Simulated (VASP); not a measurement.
# BaVO4 (I4_1/amd) in VASP: further runs

The runs below take BaVO4 through single point, relaxation of cell and atoms, with PBEsol.

Program: VASP 6.6.1. These are calculated values, not measurements. Logs are shortened: lines on timing, memory, paths and dates and some standing lists are left out, and cuts for length are marked.

## 1. The cell of the first run

The structure is tetragonal, space group I4_1/amd (No. 141). The conventional cell has a = 7.624 Å, b = 7.624 Å, c = 6.837 Å, α = 90.00°, β = 90.00°, γ = 90.00°. Within 3.5 Å of Ba (site symmetry -4m2) lie 8 O at 2.57 to 2.71 Å and 2 V at 3.42 Å. Within 2.3 Å of V (site symmetry -4m2) lie 4 O at 1.70 Å. O (site symmetry m) has 1 V at 1.70 Å within 2.3 Å.

## 2. Single point, PBEsol

Contents of INCAR:

```
PREC = Accurate
ENCUT = 520
EDIFF = 1E-7
ISMEAR = -1
SIGMA = 0.1
LREAL = False
LASPH = True
NELM = 100
ALGO = Normal
ISIF = 2
LWAVE = False
LCHARG = False
GGA = PS
NBANDS = 59
```

Contents of KPOINTS:

```
regular mesh
0
Gamma
  5 5 5
```

Contents of POSCAR:

```
BaVO4
1.0
   -3.8119501562      3.8119501562      3.4182581751
    3.8119501562     -3.8119501562      3.4182581751
    3.8119501562      3.8119501562     -3.4182581751
Ba V O
2 2 8
Direct
    0.8750000000      0.1250000000      0.7500000000
    0.1250000000      0.8750000000      0.2500000000
    0.6250000000      0.3750000000      0.2500000000
    0.3750000000      0.6250000000      0.7500000000
    0.6442696460      0.2200238960      0.4242457500
    0.2200238960      0.2957781460      0.5757542500
    0.2957781460      0.2200238960      0.0757542500
    0.2200238960      0.6442696460      0.9242457500
    0.3557303540      0.7799761040      0.5757542500
    0.7799761040      0.3557303540      0.0757542500
    0.7042218540      0.7799761040      0.9242457500
    0.7799761040      0.7042218540      0.4242457500
```

Potentials or basis: VASP PAW PBE potentials, release 64 (Ba_sv, V_sv, O).

The run is started by

```console
$ cat potpaw_PBE.64/Ba_sv/POTCAR potpaw_PBE.64/V_sv/POTCAR potpaw_PBE.64/O/POTCAR > POTCAR
$ mpirun -np 1 vasp_std > vasp.out
```

OUTCAR:

```text
PREC = Accurate
   ENCUT = 520
   EDIFF = 1E-7
   ISMEAR = -1
   LREAL = False
   LASPH = True
   NELM = 100
   ISIF = 2
   GGA = PS

 ion  position               nearest neighbor table
   1  0.875  0.125  0.750-   5 2.57   7 2.57  10 2.57  12 2.57   6 2.71  11 2.71   8 2.71   9 2.71
                             4 3.42   4 3.42   2 4.18   2 4.18   2 4.18   2 4.18
   2  0.125  0.875  0.250-   6 2.57   8 2.57   9 2.57  11 2.57   7 2.71   5 2.71  12 2.71  10 2.71
                             3 3.42   3 3.42   1 4.18   1 4.18   1 4.18   1 4.18
   3  0.625  0.375  0.250-   7 1.70  12 1.70  10 1.70   5 1.70   2 3.42   2 3.42
   4  0.375  0.625  0.750-   6 1.70  11 1.70   9 1.70   8 1.70   1 3.42   1 3.42
   5  0.644  0.220  0.424-   3 1.70   1 2.57   2 2.71
   6  0.220  0.296  0.576-   4 1.70   2 2.57   1 2.71
   7  0.296  0.220  0.076-   3 1.70   1 2.57   2 2.71
   8  0.220  0.644  0.924-   4 1.70   2 2.57   1 2.71
   9  0.356  0.780  0.576-   4 1.70   2 2.57   1 2.71
  10  0.780  0.356  0.076-   3 1.70   1 2.57   2 2.71
  11  0.704  0.780  0.924-   4 1.70   2 2.57   1 2.71
  12  0.780  0.704  0.424-   3 1.70   1 2.57   2 2.71

  LATTYP: Found a body centered tetragonal cell.
 ALAT       =     7.6239003124
 C/A-ratio  =     0.8967216346

  Lattice vectors:

 A1 = (  -3.8119501562,   3.8119501562,   3.4182581751)
 A2 = (   3.8119501562,  -3.8119501562,   3.4182581751)
 A3 = (   3.8119501562,   3.8119501562,  -3.4182581751)

Analysis of symmetry for initial positions (statically):
=====================================================================
 Subroutine PRICEL returns:
 Original cell was already a primitive cell.

 Routine SETGRP: Setting up the symmetry group for a
 body centered tetragonal supercell.

 Subroutine GETGRP returns: Found 16 space group operations
 (whereof  4 operations were pure point group operations)
 out of a pool of 16 trial point group operations.

The static configuration has the point symmetry C_2h.
 The point group associated with its full space group is D_4h.

Analysis of symmetry for dynamics (positions and initial velocities):
=====================================================================
 Subroutine PRICEL returns:
 Original cell was already a primitive cell.

 Routine SETGRP: Setting up the symmetry group for a
 body centered tetragonal supercell.

 Subroutine GETGRP returns: Found 16 space group operations
 (whereof  4 operations were pure point group operations)
 out of a pool of 16 trial point group operations.

The dynamic configuration has the point symmetry C_2h.
[... 125 lines left out ...]
   NUPDOWN=      -1.0000    fix difference up-down
   EMIN   =  10.00;   EMAX   =-10.00  energy-range for DOS
   EFERMI =   0.00;   METHOD = LEGACY
   ISMEAR =    -1;   SIGMA  =   0.10  broadening in eV -4-tet -1-fermi 0-gaus
   EFERMI_NEDOS =   21; number of points for ismear=-14 and -15
   IALGO  =     38    algorithm
   IMIX   =      4    mixing-type and parameters
     AMIX     =   0.40;   BMIX     =  1.00
     AMIX_MAG =   1.60;   BMIX_MAG =  1.00
  volume/ion in A,a.u.               =      16.56       111.73
  Fermi-wavevector in a.u.,A,eV,Ry     =   1.275648  2.410626 22.140476  1.627279
  Thomas-Fermi vector in A             =   2.408349
   LORBIT       =      0    0 simple, 1 ext, 2 COOP (PROOUT), +10 PAW based schemes
   GGA     = PS    functional components
   LHFCALC =     F    Hartree Fock is set to
   AEXX    =    0.0000 exact exchange contribution
   IVDW    =     0    specifies the selected vdW correction
   LEPSILON=     F    determine dielectric tensor
   LRPA    =     F    only Hartree local field effects (RPA)
 non-spin polarized calculation
  energy-cutoff  :      520.00
  volume of cell :      198.68
 maximum number of plane-waves:      5366
   NGX = 23   NGY = 23   NGZ = 23

 number of electron      93.9999983 magnetization

 Free energy of the ion-electron system (eV)
  ---------------------------------------------------
  ext. energy  EPLUGINS =         0.00000000
  ---------------------------------------------------
  free energy    TOTEN  =       -93.01730212 eV

  energy without entropy =      -92.65156849  energy(sigma->0) =      -92.83443531

 E-fermi :  -0.3193     XC(G=0):  -9.4427

 val. band max:       -0.3317025992   @ k =   0.2000   0.0000  -0.0000
 cond. band min:      -0.3177598193   @ k =   0.2000   0.0000  -0.0000
 fundamental gap:      0.0139427799
 Fermi energy:        -0.3193458111

 k-point     1 :       0.0000    0.0000    0.0000
  band No.  band energies     occupation
      1     -63.0945      2.00000
      2     -63.0943      2.00000
      3     -37.2876      2.00000
      4     -37.2875      2.00000
      5     -37.1858      2.00000
      6     -37.1858      2.00000
[... 1105 lines left out ...]
     58       6.0423      0.00000
     59       7.5508      0.00000

------------------------ aborting loop because EDIFF is reached ----------------------------------------

  FORCE on cell =-STRESS in cart. coord.  units (eV):
  Direction    XX          YY          ZZ          XY          YZ          ZX
  --------------------------------------------------------------------------------------
  -------------------------------------------------------------------------------------
  Total        7.9809178      7.9809178      8.2872065      0.0000000      0.0000000      0.0000000
  in kB       64.3582370     64.3582370     66.8281537      0.0000000      0.0000000      0.0000000
  external PRESSURE =      65.1815426 kB  Pullay stress =       0.0000000 kB

 VOLUME and BASIS-vectors are now :
 -----------------------------------------------------------------------------
  energy-cutoff  :      520.00
  volume of cell :      198.68
      direct lattice vectors                 reciprocal lattice vectors
    -3.811950156  3.811950156  3.418258175     0.000000000  0.131166458  0.146273328
     3.811950156 -3.811950156  3.418258175     0.131166458  0.000000000  0.146273328
     3.811950156  3.811950156 -3.418258175     0.131166458  0.131166458  0.000000000

 POSITION                                       TOTAL-FORCE (eV/Angst)
 -----------------------------------------------------------------------------------
     -0.00000      5.71793      0.85456        -0.000000      0.000000      0.000000
      3.81195     -1.90598      2.56369        -0.000000      0.000000     -0.000000
      0.00000      1.90598      2.56369         0.000000      0.000000      0.000000
      3.81195      1.90598      0.85456        -0.000000      0.000000     -0.000000
     -0.00000      3.23441      1.50420        -0.000000      0.046195     -0.007140
      2.48352      1.90598     -0.20493        -0.046195     -0.000000     -0.007140
      0.00000      0.57754      1.50420        -0.000000     -0.046195     -0.007140
      5.14038      1.90598     -0.20493         0.046195      0.000000     -0.007140
      3.81195      0.57754      1.91406         0.000000     -0.046195      0.007140
     -1.32843      1.90598      3.62319        -0.046195      0.000000      0.007140
      3.81195      3.23441      1.91406         0.000000      0.046195      0.007140
      1.32843      1.90598      3.62319         0.046195      0.000000      0.007140
 -----------------------------------------------------------------------------------
    total drift:                                0.000000     -0.000000      0.000000

  FREE ENERGIE OF THE ION-ELECTRON SYSTEM (eV)
  ---------------------------------------------------
  free  energy   TOTEN  =       -93.0173021220 eV

  energy  without entropy=      -92.6515684929  energy(sigma->0) =      -92.83443531
```

stdout:

```text
POSCAR found type information on POSCAR BaV O
 POSCAR found :  3 types and      12 ions
 scaLAPACK will be used
 -----------------------------------------------------------------------------
|                                                                             |
|                                                                             |
|     You enforced a specific xc type in the INCAR file but a different       |
|     I HOPE YOU KNOW WHAT YOU ARE DOING!                                     |
|                                                                             |
 -----------------------------------------------------------------------------

 LDA part: xc-table for (Slater+PW92), standard interpolation
 POSCAR, INCAR and KPOINTS ok, starting setup
 FFT: planning ... GRIDC
 FFT: planning ... GRID_SOFT
 FFT: planning ... GRID
 WAVECAR not read
 entering main loop
```

Run time: 4.3 min. Hardware: 1 thread of Intel Xeon Platinum 8259CL at 2.50GHz (Skylake/Cascade Lake), shared host; peak memory 0.42 GiB.

Results:

```
Free energy            : -93.0173 eV
Pressure               : 6.5 GPa
Largest force          : 0.047 eV/Å
Band gap on the k mesh : zero (bands 47 and 48 overlap by 0.31 eV)
```

Forces on the atoms (eV/Å):
```
Ba   0.000  0.000  0.000
Ba   0.000  0.000  0.000
V    0.000  0.000  0.000
V    0.000  0.000  0.000
O    0.000  0.046 -0.007
O   -0.046  0.000 -0.007
O    0.000 -0.046 -0.007
O    0.046  0.000 -0.007
O    0.000 -0.046  0.007
O   -0.046  0.000  0.007
O    0.000  0.046  0.007
O    0.046  0.000  0.007
```

Caveat: the cell stands under pressure; the PAW data sets were made with another functional, which shifts forces and pressure a little; spin-orbit coupling is left out, which moves the levels of the heavy elements; the run has no spin polarisation, though such a crystal can be magnetic; semilocal functionals often make such compounds metallic where correlation or magnetic order opens a gap, which also shifts bond lengths.

(Continued in part 2 of 2.)
